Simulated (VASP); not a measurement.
Write the native input for VASP 6.6.1 that does the following.

```
Task                   : single point
Functional             : LDA
Potentials or basis    : VASP PAW LDA potentials, release 64 (Cd, Se)
Cutoff                 : 520 eV
k mesh                 : 6 × 6 × 6
Occupations            : gaussian, width 0.01 eV
Spin                   : no spin polarisation
Dipole correction      : no
Further INCAR settings : ALGO = Normal; EDIFF = 1e-06; NBANDS = 16
```

The structure of CdSe lies in POSCAR:

```
CdSe
1.0
    3.0340336132      3.0340336132      0.0000000000
   -3.0340336132      3.0340336132      0.0000000000
    0.0000000000      3.0340336132      2.9859697144
Cd Se
1 1
Direct
    0.0000000000      0.0000000000      0.0000000000
    0.7500000000      0.2500000000      0.5000000000
```

This cell differs from its parent crystal: in-plane strain +0.01.

The input as run:

INCAR

```
PREC = Accurate
ENCUT = 520
EDIFF = 1E-6
ISMEAR = 0
SIGMA = 0.01
LREAL = False
LASPH = True
NELM = 80
ALGO = Normal
ISIF = 2
LWAVE = False
LCHARG = False
NBANDS = 16
```

KPOINTS

```
Automatic mesh
0
Gamma
  6 6 6
```

Potentials or basis: VASP PAW LDA potentials, release 64 (Cd, Se).

Launch:

```sh
$ cat potpaw_LDA.64/Cd/POTCAR potpaw_LDA.64/Se/POTCAR > POTCAR
$ mpirun -np 1 vasp_std > vasp.out
```

Results of the run:

The pressure is -0.3 GPa and the band gap on the k mesh is 0.37 eV, direct.

Caveat: the cell differs from its parent crystal (in-plane strain +0.01).

Run time: 36 s on 1 thread of AMD EPYC 7R13, with other jobs on the host, peak memory 0.14 GiB.
